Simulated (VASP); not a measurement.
# WS2 (Cmcm) in VASP: single point with PBEsol

Aim: the single point of WS2 with PBEsol.

All numbers are computed with VASP 6.6.1; they aren't measurements. Logs are shortened: lines on timing, memory, paths and dates and some standing lists are left out, and cuts for length are marked.

## Step 1: The cell of the first run

The typed cell holds 6 atoms: a = 3.146 Å, b = 3.146 Å, c = 12.727 Å, α = 90.00°, β = 90.00°, γ = 120.00°.

## Step 2: Single point, PBEsol (mode 4 (19.6 1/cm) frozen in at 0.15 Å, then relaxed in part)

INCAR reads:

```
SYSTEM = WS2
ALGO     = Normal         ! electronic algorithm
EDIFF    = 1E-7           ! SCF threshold, eV
ENCUT    = 520            ! plane-wave cutoff, eV
GGA      = PS             ! functional
ISIF     = 2              ! what is computed and relaxed
ISMEAR   = 0              ! smearing method
LASPH    = .True.         ! aspherical terms in the spheres
LCHARG   = .True.         ! write CHGCAR
LELF     = .True.         ! ELF
LREAL    = .False.        ! projectors in reciprocal space
LVHAR    = .True.       
LWAVE    = .False.        ! write WAVECAR
NBANDS   = 35             ! bands
NELM     = 80             ! most SCF steps
PREC     = Accurate       ! precision mode
SIGMA    = 0.05           ! smearing width, eV
```

KPOINTS reads:

```
k-points
0
Gamma
  12 12 2
  0 0 0
```

POSCAR reads:

```
WS2
1.0
    3.1460200598      0.0000000000      0.0000000000
   -1.5730100299      2.7246272321      0.0000000000
    0.0000000000      0.0000000000     12.7274379370
W S
2 4
Direct
    0.3337244011      0.6674488022      0.2500000000
    0.6662755989      0.3325511978      0.7500000000
    0.3329441162      0.6658882324      0.6268207705
    0.6670558838      0.3341117676      0.1268207705
    0.3329441162      0.6658882324      0.8731792295
    0.6670558838      0.3341117676      0.3731792295
```

Potentials or basis: VASP PAW PBE potentials, release 64 (W_sv, S).

On the command line:

```sh
cat potpaw_PBE.64/W_sv/POTCAR potpaw_PBE.64/S/POTCAR > POTCAR
mpirun -np 1 vasp_std > vasp.out
```

OUTCAR:

```text
SYSTEM = WS2
   EDIFF = 1E-7
   ENCUT = 520
   GGA = PS
   ISIF = 2
   ISMEAR = 0
   LASPH = .True.
   LREAL = .False.
   NELM = 80
   PREC = Accurate

 ion  position               nearest neighbor table
   1  0.334  0.667  0.250-   4 2.40   6 2.40   4 2.40   6 2.40   4 2.40   6 2.40
   2  0.666  0.333  0.750-   3 2.40   5 2.40   3 2.40   5 2.40   3 2.40   5 2.40
   3  0.333  0.666  0.627-   2 2.40   2 2.40   2 2.40
   4  0.667  0.334  0.127-   1 2.40   1 2.40   1 2.40
   5  0.333  0.666  0.873-   2 2.40   2 2.40   2 2.40
   6  0.667  0.334  0.373-   1 2.40   1 2.40   1 2.40

  LATTYP: Found a base centered orthorhombic cell.
 ALAT       =     3.1460200598
 B/A-ratio  =     1.7321105271
 C/A-ratio  =     4.0455679541

  Lattice vectors:

 A1 = (   1.5730100299,  -2.7246272321,   0.0000000000)
 A2 = (   1.5730100299,   2.7246272321,   0.0000000000)
 A3 = (   0.0000000000,   0.0000000000,  12.7274379370)

Analysis of symmetry for initial positions (statically):
=====================================================================
 Subroutine PRICEL returns:
 Original cell was already a primitive cell.

 Routine SETGRP: Setting up the symmetry group for a
 base centered orthorhombic supercell.

 Subroutine GETGRP returns: Found  8 space group operations
 (whereof  4 operations were pure point group operations)
 out of a pool of  8 trial point group operations.

The static configuration has the point symmetry C_2h.
 The point group associated with its full space group is D_2h.

Analysis of symmetry for dynamics (positions and initial velocities):
=====================================================================
 Subroutine PRICEL returns:
 Original cell was already a primitive cell.

 Routine SETGRP: Setting up the symmetry group for a
 base centered orthorhombic supercell.

 Subroutine GETGRP returns: Found  8 space group operations
 (whereof  4 operations were pure point group operations)
 out of a pool of  8 trial point group operations.

The dynamic configuration has the point symmetry C_2h.
 The point group associated with its full space group is D_2h.

 Subroutine INISYM returns: Found  8 space group operations
 (whereof  4 operations are pure point group operations),
 and found     1 'primitive' translations

----------------------------------------------------------------------------------------

                                     Primitive cell

  volume of cell :     109.0962

  direct lattice vectors                    reciprocal lattice vectors
     3.146020060  0.000000000  0.000000000     0.317861927  0.183511342  0.000000000
    -1.573010030  2.724627232  0.000000000     0.000000000  0.367022684  0.000000000
     0.000000000  0.000000000 12.727437937     0.000000000  0.000000000  0.078570409

  length of vectors
     3.146020060  3.146101414 12.727437937     0.367032175  0.367022684  0.078570409

  position of ions in fractional coordinates (direct lattice)
     0.333724401  0.667448802  0.250000000
     0.666275599  0.332551198  0.750000000
     0.332944116  0.665888232  0.626820770
     0.667055884  0.334111768  0.126820770
     0.332944116  0.665888232  0.873179230
     0.667055884  0.334111768  0.373179230

  ion indices of the primitive-cell ions
   primitive index   ion index
                 1           1
                 2           2
                 3           3
                 4           4
                 5           5
                 6           6

----------------------------------------------------------------------------------------

 KPOINTS: k-points

Automatic generation of k-mesh.
 Grid dimensions read from file:
 generate k-points for:   12   12    2

 Generating k-lattice:

  Cartesian coordinates                     Fractional coordinates (reciprocal lattice)
     0.026488494  0.015292612  0.000000000     0.083333333  0.000000000  0.000000000
     0.000000000  0.030585224  0.000000000     0.000000000  0.083333333  0.000000000
     0.000000000  0.000000000  0.039285204     0.000000000  0.000000000  0.500000000

  Length of vectors
     0.030586015  0.030585224  0.039285204

  Shift w.r.t. Gamma in fractional coordinates (k-lattice)
     0.000000000  0.000000000  0.000000000

 Subroutine IBZKPT returns following result:
 ===========================================

 Found     86 irreducible k-points:

 Following reciprocal coordinates:
            Coordinates               Weight
  0.000000  0.000000  0.000000      1.000000
  0.083333  0.000000  0.000000      4.000000
  0.166667  0.000000  0.000000      4.000000
  0.250000  0.000000  0.000000      4.000000
  0.333333  0.000000  0.000000      4.000000
  0.416667  0.000000  0.000000      4.000000
[... 16 lines left out ...]
  0.333333  0.166667  0.000000      4.000000
  0.416667  0.166667  0.000000      4.000000
 [... further k-points ...]
   k-points           NKPTS =     86   k-points in BZ     NKDIM =     86   number of bands    NBANDS=     35
   number of dos      NEDOS =    301   number of ions     NIONS =      6
   total plane-waves  NPLWV =  55296
   dimension x,y,z NGX =    24 NGY =   24 NGZ =   96
   dimension x,y,z NGXF=    48 NGYF=   48 NGZF=  192
   ions per type =               2   4
   NGX,Y,Z   is equivalent  to a cutoff of  12.68, 12.68, 12.54 a.u.
   NGXF,Y,Z  is equivalent  to a cutoff of  25.36, 25.36, 25.08 a.u.
 SYSTEM =  WS2
   PREC   = accura    normal or accurate (medium, high low for compatibility)
   ISTART =      0    job   : 0-new  1-cont  2-samecut
   ICHARG =      2    charge: 1-file 2-atom 10-const
   ISPIN  =      1    spin polarized calculation?
   LNONCOLLINEAR =      F non collinear calculations
   LSORBIT =      F    spin-orbit coupling
   LASPH  =      T    aspherical Exc in radial PAW
   ENCUT  =  520.0 eV  38.22 Ry    6.18 a.u.   5.85  5.85 23.66*2*pi/ulx,y,z
   NELM   =     80;   NELMIN=  2; NELMDL= -5     # of ELM steps
   EDIFF  = 0.1E-06   stopping-criterion for ELM
   LREAL  =      F    real-space projection
   EDIFFG = 0.1E-05   stopping-criterion for IOM
   NSW    =      0    number of steps for IOM
   IBRION =     -1    ionic relax: 0-MD 1-quasi-New 2-CG
   NFREE  =      0    steps in history (QN), initial steepest desc. (CG)
   ISIF   =      2    stress and relaxation
   ISYM   =      2    0-nonsym 1-usesym 2-fastsym
   POTIM  = 0.5000    time-step for ionic-motion
   TEBEG  =    0.0;   TEEND  =   0.0 temperature during run
   PSTRESS=    0.0 pullay stress
   NELECT =      52.0000    total number of electrons
   NUPDOWN=      -1.0000    fix difference up-down
   EMIN   =  10.00;   EMAX   =-10.00  energy-range for DOS
   EFERMI =   0.00;   METHOD = LEGACY
   ISMEAR =     0;   SIGMA  =   0.05  broadening in eV -4-tet -1-fermi 0-gaus
   EFERMI_NEDOS =   21; number of points for ismear=-14 and -15
   IALGO  =     38    algorithm
   IMIX   =      4    mixing-type and parameters
     AMIX     =   0.40;   BMIX     =  1.00
     AMIX_MAG =   1.60;   BMIX_MAG =  1.00
  volume/ion in A,a.u.               =      18.18       122.70
  Fermi-wavevector in a.u.,A,eV,Ry     =   1.278810  2.416601 22.250363  1.635356
  Thomas-Fermi vector in A             =   2.411332
   LORBIT       =      0    0 simple, 1 ext, 2 COOP (PROOUT), +10 PAW based schemes
   GGA     = PS    functional components
   LHFCALC =     F    Hartree Fock is set to
   AEXX    =    0.0000 exact exchange contribution
   IVDW    =     0    specifies the selected vdW correction
   LEPSILON=     F    determine dielectric tensor
   LRPA    =     F    only Hartree local field effects (RPA)
 non-spin polarized calculation
 Gauss-broadening in eV      SIGMA  =   0.05
  energy-cutoff  :      520.00
  volume of cell :      109.10
 maximum number of plane-waves:      2962
   NGX = 11   NGY = 11   NGZ = 47

 number of electron      51.9999989 magnetization

 Free energy of the ion-electron system (eV)
  ---------------------------------------------------
  ext. energy  EPLUGINS =         0.00000000
  ---------------------------------------------------
  free energy    TOTEN  =       -50.55402315 eV

  energy without entropy =      -50.55402315  energy(sigma->0) =      -50.55402315

 E-fermi :   7.1470     XC(G=0): -10.9239

 val. band max:        6.9258478057   @ k =   0.0000   0.0000   0.0000
 cond. band min:       8.0539251079   @ k =  -0.3333   0.1667   0.0000
 fundamental gap:      1.1280773022
 Fermi energy:         7.1469942591

 k-point     1 :       0.0000    0.0000    0.0000
  band No.  band energies     occupation
      1     -67.4853      2.00000
      2     -67.4853      2.00000
      3     -31.7632      2.00000
      4     -31.7632      2.00000
      5     -31.5691      2.00000
      6     -31.5691      2.00000
[... 27 lines left out ...]
     34       9.6355      0.00000
     35      11.7894      0.00000

 k-point     2 :       0.0833    0.0000    0.0000
  band No.  band energies     occupation
      1     -67.4839      2.00000
      2     -67.4839      2.00000
      3     -31.7585      2.00000
      4     -31.7585      2.00000
      5     -31.5952      2.00000
      6     -31.5952      2.00000
[... 27 lines left out ...]
     34       9.6443      0.00000
     35      12.3413      0.00000

 k-point     3 :       0.1667    0.0000    0.0000
  band No.  band energies     occupation
      1     -67.4803      2.00000
      2     -67.4802      2.00000
      3     -31.7456      2.00000
      4     -31.7456      2.00000
      5     -31.6660      2.00000
      6     -31.6660      2.00000
[... 27 lines left out ...]
     34      10.1809      0.00000
     35      13.3958      0.00000
[... 723 lines left out ...]
 k-point    23 :       0.3333    0.1667    0.0000
  band No.  band energies     occupation
      1     -67.4653      2.00000
      2     -67.4653      2.00000
      3     -31.9004      2.00000
      4     -31.9004      2.00000
      5     -31.7076      2.00000
      6     -31.7076      2.00000
[... 27 lines left out ...]
     34      11.7893      0.00000
     35      12.4130      0.00000

 k-point    24 :       0.4167    0.1667    0.0000
  band No.  band energies     occupation
      1     -67.4641      2.00000
      2     -67.4641      2.00000
      3     -31.9168      2.00000
      4     -31.9168      2.00000
      5     -31.7179      2.00000
      6     -31.7179      2.00000
[... 27 lines left out ...]
     34      11.7424      0.00000
     35      12.1236      0.00000

 [... further k-points ...]

------------------------ aborting loop because EDIFF is reached ----------------------------------------

  FORCE on cell =-STRESS in cart. coord.  units (eV):
  Direction    XX          YY          ZZ          XY          YZ          ZX
  --------------------------------------------------------------------------------------
  -------------------------------------------------------------------------------------
  Total        0.0691346      0.0639838      0.0536058      0.0000000     -0.0000000      0.0000000
  in kB        1.0153045      0.9396607      0.7872505      0.0000000     -0.0000000      0.0000000
  external PRESSURE =       0.9140719 kB  Pullay stress =       0.0000000 kB

 VOLUME and BASIS-vectors are now :
 -----------------------------------------------------------------------------
  energy-cutoff  :      520.00
  volume of cell :      109.10
      direct lattice vectors                 reciprocal lattice vectors
     3.146020060  0.000000000  0.000000000     0.317861927  0.183511342  0.000000000
    -1.573010030  2.724627232  0.000000000     0.000000000  0.367022684  0.000000000
     0.000000000  0.000000000 12.727437937     0.000000000  0.000000000  0.078570409

 POSITION                                       TOTAL-FORCE (eV/Angst)
 -----------------------------------------------------------------------------------
      0.00000      1.81855      3.18186         0.000000     -0.000269      0.000000
      1.57301      0.90608      9.54558        -0.000000      0.000269      0.000000
     -0.00000      1.81430      7.97782         0.000000      0.000195     -0.019483
      1.57301      0.91033      1.61410        -0.000000     -0.000195     -0.019483
     -0.00000      1.81430     11.11333         0.000000      0.000195      0.019483
      1.57301      0.91033      4.74962        -0.000000     -0.000195      0.019483
 -----------------------------------------------------------------------------------
    total drift:                                0.000000      0.000000     -0.000000

  FREE ENERGIE OF THE ION-ELECTRON SYSTEM (eV)
  ---------------------------------------------------
  free  energy   TOTEN  =       -50.5540231475 eV

  energy  without entropy=      -50.5540231475  energy(sigma->0) =      -50.55402315
```

Run time: 7.3 min. Hardware: 1 thread of Oxide Virtual Turin-like, shared host; peak memory 0.35 GiB.

What came out:

```yaml
Free_energy: -50.5540 eV
Pressure: 0.1 GPa
Largest_force: 0.019 eV/Å
Band_gap_on_the_k_mesh: 1.13 eV, indirect (least direct gap 1.87 eV)
```

Forces on the atoms (eV/Å):
```
W    0.000  0.000  0.000
W    0.000  0.000  0.000
S    0.000  0.000 -0.019
S    0.000  0.000 -0.019
S    0.000  0.000  0.019
S    0.000  0.000  0.019
```

Caveat: the cell differs from its parent crystal (mode 4 (19.6 1/cm) frozen in at 0.15 Å, then relaxed in part); the PAW data sets were made with another functional, which shifts forces and pressure a little; spin-orbit coupling is left out, which moves the levels of the heavy elements; this functional lacks dispersion, which binds the layers, so the pressure and a relaxed spacing across them are unreliable. A k mesh can miss the band edges.
